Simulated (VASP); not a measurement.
# Li2Be3Au (P6/mmm) in VASP: relaxation of cell and atoms with PBE

Aim: the relaxation of cell and atoms of Li2Be3Au with PBE.

All numbers are computed with VASP 6.6.1; they aren't measurements. Logs are shortened: lines on timing, memory, paths and dates and some standing lists are left out, and cuts for length are marked.

### Step 1. The cell of the first run

The structure is hexagonal, space group P6/mmm (No. 191). Conventional cell: a = 5.068 Å, b = 5.068 Å, c = 2.755 Å, α = 90.00°, β = 90.00°, γ = 120.00°. Li (site symmetry -6m2) has 6 Be at 2.01 Å and 2 Li at 2.75 Å within 2.8 Å. Within 2.9 Å of Be (site symmetry mmm) lie 4 Li at 2.01 Å and 6 Be at 2.53 to 2.75 Å and 4 Au at 2.88 Å. Au (site symmetry 6/mmm) has 2 Au at 2.75 Å and 12 Be at 2.88 Å and 6 Li at 2.93 Å within 3.6 Å.

The cell was built from a structure type or drawn by symmetry, and may not be a known phase.

### Step 2. Relaxation of cell and atoms, PBE

Contents of INCAR:

```
SYSTEM = Li2Be3Au
PREC     = Accurate       ! precision mode
ENCUT    = 750            ! plane-wave cutoff, eV
EDIFF    = 1E-7           ! SCF threshold, eV
ISMEAR   = 0              ! smearing method
SIGMA    = 0.1            ! smearing width, eV
LREAL    = .False.        ! projectors in reciprocal space
LASPH    = .True.         ! aspherical terms in the spheres
NELM     = 120            ! most SCF steps
ALGO     = Normal         ! electronic algorithm
ISIF     = 3              ! what is computed and relaxed
LWAVE    = .False.        ! write WAVECAR
LCHARG   = .False.        ! write CHGCAR
GGA      = PE             ! functional
IBRION   = 2              ! ionic algorithm
NSW      = 90             ! ionic steps
EDIFFG   = -0.04          ! ionic threshold
GGA_COMPAT= .False.      
NELMIN   = 4
```

Contents of KPOINTS:

```
Automatic mesh
0
Gamma
  6 6 6
  0 0 0
```

Contents of POSCAR:

```
Li2Be3Au
1.0
    5.0679635300      0.0000000000      0.0000000000
   -2.5339817700      4.3889851700      0.0000000000
    0.0000000000      0.0000000000      2.7545266600
Li Be Au
2 3 1
Direct
    0.3333333300      0.6666666700      0.0000000000
    0.6666666700      0.3333333300      0.0000000000
    0.5000000000      0.0000000000      0.5000000000
    0.5000000000      0.5000000000      0.5000000000
    0.0000000000      0.5000000000      0.5000000000
    0.0000000000      0.0000000000      0.0000000000
```

Potentials or basis: VASP PAW PBE potentials, release 64 (Li_sv, Be, Au_sv_GW).

The run is started by

```sh
$ cat potpaw_PBE.64/Li_sv/POTCAR potpaw_PBE.64/Be/POTCAR potpaw_PBE.64/Au_sv_GW/POTCAR > POTCAR
$ mpirun -np 1 vasp_std > vasp.out
```

OUTCAR:

```text
SYSTEM = Li2Be3Au
   PREC = Accurate
   ENCUT = 750
   EDIFF = 1E-7
   ISMEAR = 0
   LREAL = .False.
   LASPH = .True.
   NELM = 120
   ISIF = 3
   GGA = PE
   IBRION = 2
   NSW = 90
   EDIFFG = -0.04
   NELMIN = 4

 ion  position               nearest neighbor table
   1  0.333  0.667  0.000-   5 2.01   5 2.01   3 2.01   3 2.01   4 2.01   4 2.01   6 2.93   6 2.93
                             6 2.93
   2  0.667  0.333  0.000-   5 2.01   5 2.01   3 2.01   3 2.01   4 2.01   4 2.01   6 2.93   6 2.93
                             6 2.93
   3  0.500  0.000  0.500-   1 2.01   2 2.01   1 2.01   2 2.01
   4  0.500  0.500  0.500-   1 2.01   2 2.01   1 2.01   2 2.01
   5  0.000  0.500  0.500-   1 2.01   2 2.01   1 2.01   2 2.01
   6  0.000  0.000  0.000-   1 2.93   2 2.93   2 2.93   1 2.93   2 2.93   1 2.93

  LATTYP: Found a hexagonal cell.
 ALAT       =     5.0679635300
 C/A-ratio  =     0.5435174590

  Lattice vectors:

 A1 = (   5.0679635300,   0.0000000000,   0.0000000000)
 A2 = (  -2.5339817700,   4.3889851700,   0.0000000000)
 A3 = (   0.0000000000,   0.0000000000,   2.7545266600)

Analysis of symmetry for initial positions (statically):
=====================================================================
 Subroutine PRICEL returns:
 Original cell was already a primitive cell.

 Routine SETGRP: Setting up the symmetry group for a
 hexagonal supercell.

 Subroutine GETGRP returns: Found 24 space group operations
 (whereof 24 operations were pure point group operations)
 out of a pool of 24 trial point group operations.

The static configuration has the point symmetry D_6h.

Analysis of symmetry for dynamics (positions and initial velocities):
=====================================================================
 Subroutine PRICEL returns:
 Original cell was already a primitive cell.

 Routine SETGRP: Setting up the symmetry group for a
 hexagonal supercell.

 Subroutine GETGRP returns: Found 24 space group operations
 (whereof 24 operations were pure point group operations)
 out of a pool of 24 trial point group operations.

The dynamic configuration has the point symmetry D_6h.

 Subroutine INISYM returns: Found 24 space group operations
 (whereof 24 operations are pure point group operations),
 and found     1 'primitive' translations

----------------------------------------------------------------------------------------

                                     Primitive cell

  volume of cell :      61.2695

  direct lattice vectors                    reciprocal lattice vectors
     5.067963530  0.000000000  0.000000000     0.197317916  0.113921552  0.000000000
    -2.533981770  4.388985170  0.000000000     0.000000000  0.227843103  0.000000000
     0.000000000  0.000000000  2.754526660     0.000000000  0.000000000  0.363038781

  length of vectors
     5.067963530  5.067963539  2.754526660     0.227843103  0.227843103  0.363038781

  position of ions in fractional coordinates (direct lattice)
     0.333333330  0.666666670  0.000000000
     0.666666670  0.333333330  0.000000000
     0.500000000  0.000000000  0.500000000
     0.500000000  0.500000000  0.500000000
     0.000000000  0.500000000  0.500000000
     0.000000000  0.000000000  0.000000000

  ion indices of the primitive-cell ions
   primitive index   ion index
                 1           1
                 2           2
                 3           3
                 4           4
                 5           5
                 6           6

----------------------------------------------------------------------------------------

 KPOINTS: Automatic mesh

Automatic generation of k-mesh.
 Grid dimensions read from file:
 generate k-points for:    6    6    6

 Generating k-lattice:

  Cartesian coordinates                     Fractional coordinates (reciprocal lattice)
     0.032886319  0.018986925  0.000000000     0.166666667  0.000000000  0.000000000
     0.000000000  0.037973850  0.000000000     0.000000000  0.166666667  0.000000000
     0.000000000  0.000000000  0.060506463     0.000000000  0.000000000  0.166666667

  Length of vectors
     0.037973851  0.037973850  0.060506463

  Shift w.r.t. Gamma in fractional coordinates (k-lattice)
     0.000000000  0.000000000  0.000000000

 Subroutine IBZKPT returns following result:
 ===========================================

 Found     28 irreducible k-points:

 Following reciprocal coordinates:
            Coordinates               Weight
  0.000000  0.000000  0.000000      1.000000
  0.166667  0.000000  0.000000      6.000000
  0.333333 -0.000000  0.000000      6.000000
  0.500000  0.000000  0.000000      3.000000
  0.166667  0.166667  0.000000      6.000000
  0.333333  0.166667  0.000000     12.000000
[... 16 lines left out ...]
  0.166667  0.000000  0.500000      6.000000
  0.333333 -0.000000  0.500000      6.000000
 [... further k-points ...]
   k-points           NKPTS =     28   k-points in BZ     NKDIM =     28   number of bands    NBANDS=     19
   number of dos      NEDOS =    301   number of ions     NIONS =      6
   total plane-waves  NPLWV =  64512
   dimension x,y,z NGX =    48 NGY =   48 NGZ =   28
   dimension x,y,z NGXF=    96 NGYF=   96 NGZF=   56
   ions per type =               2   3   1
   NGX,Y,Z   is equivalent  to a cutoff of  15.75, 15.75, 16.90 a.u.
   NGXF,Y,Z  is equivalent  to a cutoff of  31.49, 31.49, 33.80 a.u.
 SYSTEM =  Li2Be3Au
   PREC   = accura    normal or accurate (medium, high low for compatibility)
   ISTART =      0    job   : 0-new  1-cont  2-samecut
   ICHARG =      2    charge: 1-file 2-atom 10-const
   ISPIN  =      1    spin polarized calculation?
   LNONCOLLINEAR =      F non collinear calculations
   LSORBIT =      F    spin-orbit coupling
   LASPH  =      T    aspherical Exc in radial PAW
   ENCUT  =  750.0 eV  55.12 Ry    7.42 a.u.  11.32 11.32  6.15*2*pi/ulx,y,z
   NELM   =    120;   NELMIN=  4; NELMDL= -5     # of ELM steps
   EDIFF  = 0.1E-06   stopping-criterion for ELM
   LREAL  =      F    real-space projection
   EDIFFG = -.4E-01   stopping-criterion for IOM
   NSW    =     90    number of steps for IOM
   IBRION =      2    ionic relax: 0-MD 1-quasi-New 2-CG
   NFREE  =      1    steps in history (QN), initial steepest desc. (CG)
   ISIF   =      3    stress and relaxation
   ISYM   =      2    0-nonsym 1-usesym 2-fastsym
   POTIM  = 0.5000    time-step for ionic-motion
   TEBEG  =    0.0;   TEEND  =   0.0 temperature during run
   PSTRESS=    0.0 pullay stress
   NELECT =      31.0000    total number of electrons
   NUPDOWN=      -1.0000    fix difference up-down
   EMIN   =  10.00;   EMAX   =-10.00  energy-range for DOS
   EFERMI =   0.00;   METHOD = LEGACY
   ISMEAR =     0;   SIGMA  =   0.10  broadening in eV -4-tet -1-fermi 0-gaus
   EFERMI_NEDOS =   21; number of points for ismear=-14 and -15
   IALGO  =     38    algorithm
   IMIX   =      4    mixing-type and parameters
     AMIX     =   0.40;   BMIX     =  1.00
     AMIX_MAG =   1.60;   BMIX_MAG =  1.00
  volume/ion in A,a.u.               =      10.21        68.91
  Fermi-wavevector in a.u.,A,eV,Ry     =   1.304509  2.465165 23.153642  1.701745
  Thomas-Fermi vector in A             =   2.435440
   LORBIT       =      0    0 simple, 1 ext, 2 COOP (PROOUT), +10 PAW based schemes
   GGA     = PE    functional components
   LHFCALC =     F    Hartree Fock is set to
   AEXX    =    0.0000 exact exchange contribution
   IVDW    =     0    specifies the selected vdW correction
   LEPSILON=     F    determine dielectric tensor
   LRPA    =     F    only Hartree local field effects (RPA)
 conjugate gradient relaxation of ions
 non-spin polarized calculation
 Gauss-broadening in eV      SIGMA  =   0.10
  energy-cutoff  :      750.00
  volume of cell :       61.27
 maximum number of plane-waves:      2881
 NGX is ok and might be reduce to    48
   NGX = 23   NGY = 23   NGZ = 13

--------------------------------------- Ionic step        1  -------------------------------------------

 number of electron      31.0000001 magnetization

 Free energy of the ion-electron system (eV)
  ---------------------------------------------------
  ext. energy  EPLUGINS =         0.00000000
  ---------------------------------------------------
  free energy    TOTEN  =       -13.10700512 eV

  energy without entropy =      -13.10431292  energy(sigma->0) =      -13.10565902

------------------------ aborting loop because EDIFF is reached ----------------------------------------

  FORCE on cell =-STRESS in cart. coord.  units (eV):
  Direction    XX          YY          ZZ          XY          YZ          ZX
  --------------------------------------------------------------------------------------
  -------------------------------------------------------------------------------------
  Total       -2.0742439     -2.0742439     17.9397839      0.0000000     -0.0000000      0.0000000
  in kB      -54.2407675    -54.2407677    469.1192071      0.0000001     -0.0000000      0.0000000
  external PRESSURE =     120.2125573 kB  Pullay stress =       0.0000000 kB
[... 145 lines left out ...]
  energy  without entropy=      -15.9250350068  energy(sigma->0) =      -15.93447270

--------------------------------------- Ionic step        5  -------------------------------------------

 number of electron      31.0000020 magnetization

 E-fermi :   3.7200     XC(G=0):  -9.8348

 val. band max:        3.6841345357   @ k =   0.1667   0.0000   0.3333
 cond. band min:       3.7998097215   @ k =   0.3333   0.1667   0.0000
 fundamental gap:      0.1156751858
 Fermi energy:         3.7200242844

 k-point     1 :       0.0000    0.0000    0.0000
  band No.  band energies     occupation
      1    -101.8152      2.00000
      2     -53.1186      2.00000
      3     -53.1186      2.00000
      4     -53.0123      2.00000
      5     -41.2589      2.00000
      6     -41.2297      2.00000
[... 11 lines left out ...]
     18       5.5699      0.00000
     19       5.5699      0.00000
[... 663 lines left out ...]
  energy  without entropy=      -16.8209939524  energy(sigma->0) =      -16.82665536

--------------------------------------- Ionic step        9  -------------------------------------------

 number of electron      31.0000008 magnetization

 Free energy of the ion-electron system (eV)
  ---------------------------------------------------
  ext. energy  EPLUGINS =         0.00000000
  ---------------------------------------------------
  free energy    TOTEN  =       -16.83530136 eV

  energy without entropy =      -16.82595274  energy(sigma->0) =      -16.83062705

 E-fermi :   4.9807     XC(G=0): -10.4662

 val. band max:        4.9260107654   @ k =   0.3333  -0.0000   0.3333
 cond. band min:       5.0016164492   @ k =   0.1667   0.0000   0.3333
 fundamental gap:      0.0756056839
 Fermi energy:         4.9806831972

 k-point     1 :       0.0000    0.0000    0.0000
  band No.  band energies     occupation
      1    -101.0531      2.00000
      2     -52.3566      2.00000
      3     -52.3566      2.00000
      4     -52.2453      2.00000
      5     -39.9444      2.00000
      6     -39.8767      2.00000
[... 11 lines left out ...]
     18       7.9980      0.00000
     19       7.9980      0.00000
[... 539 lines left out ...]
  FREE ENERGIE OF THE ION-ELECTRON SYSTEM (eV)
  ---------------------------------------------------
  free  energy   TOTEN  =       -16.8353013648 eV

  energy  without entropy=      -16.8259527434  energy(sigma->0) =      -16.83062705

 reached required accuracy - stopping structural energy minimisation
```

It took 7.1 min on 1 thread of Intel Xeon Platinum 8375C at 2.90GHz (Ice Lake), shared host; peak memory 0.29 GiB.

What came out:

```yaml
Free_energy: -16.8353 eV
Relaxed_volume: 11.21 Å³/atom
Relaxed_cell: a = 4.438 Å, b = 4.438 Å, c = 3.942 Å, α = 90.00°, β = 90.00°, γ = 120.00°
Space_group_after_relaxing_to_0.1_Å: P6/mmm (No. 191)
Energy_gained_by_relaxing: 621.4 meV/atom
Ionic_steps: 9
Pressure_after_relaxing: 0.1 GPa
Band_gap_on_the_k_mesh: zero (an odd number of electrons rules out a gap without spin polarisation)
```

The path:
| step | energy change (eV) | largest force (eV/Å) | pressure (GPa) | volume (Å³) |
| --- | --- | --- | --- | --- |
| 1 | 0.0000 | 0.0000 | 12.02 | 61.27 |
| 2 | -1.8829 | 0.0000 | -0.74 | 67.79 |
| 3 | -2.8941 | 0.0000 | -7.10 | 74.64 |
| 4 | -2.8369 | 0.0000 | -11.47 | 86.27 |
| 5 | -3.1596 | 0.0000 | -9.45 | 79.03 |
| 6 | -3.6971 | 0.0000 | -1.66 | 69.46 |
| 7 | -3.6977 | 0.0000 | -2.06 | 69.81 |
| 8 | -3.7253 | 0.0000 | -0.59 | 68.04 |
| 9 | -3.7283 | 0.0000 | 0.15 | 67.25 |

Final structure:
```yaml
crystal:
  lattice:
    - [4.43841, 0.00000, 0.00000]
    - [-2.21920, 3.84377, 0.00000]
    - [0.00000, 0.00000, 3.94203]
  atoms:
    - { symbol: Li, position: [0.33333, 0.66667, 0.00000] }
    - { symbol: Li, position: [0.66667, 0.33333, 0.00000] }
    - { symbol: Be, position: [0.50000, 0.00000, 0.50000] }
    - { symbol: Be, position: [0.50000, 0.50000, 0.50000] }
    - { symbol: Be, position: [0.00000, 0.50000, 0.50000] }
    - { symbol: Au, position: [0.00000, 0.00000, 0.00000] }
```

Levels at points of the mesh, in eV from the Fermi level:
```csv
k point,band 14,band 15,band 16,band 17,band 18,band 19
"(0.00, 0.00, 0.00)",-1.54,-0.26,-0.26,1.37,3.02,3.02
"(0.50, 0.00, 0.00)",-1.74,-1.50,1.51,1.58,3.79,5.06
"(0.00, 0.00, 0.50)",-2.11,2.58,2.58,3.78,3.78,4.09
"(0.50, 0.00, 0.50)",-2.31,-2.27,-1.27,0.14,2.15,4.48
```

Caveat: the k points lie up to 0.27 Å⁻¹ apart in the final cell, too coarse for converged energies and pressures of a metal; a cell axis changed by over 15 % at a fixed basis, so the end point is rough; spin-orbit coupling is left out, which moves the levels of the heavy elements.
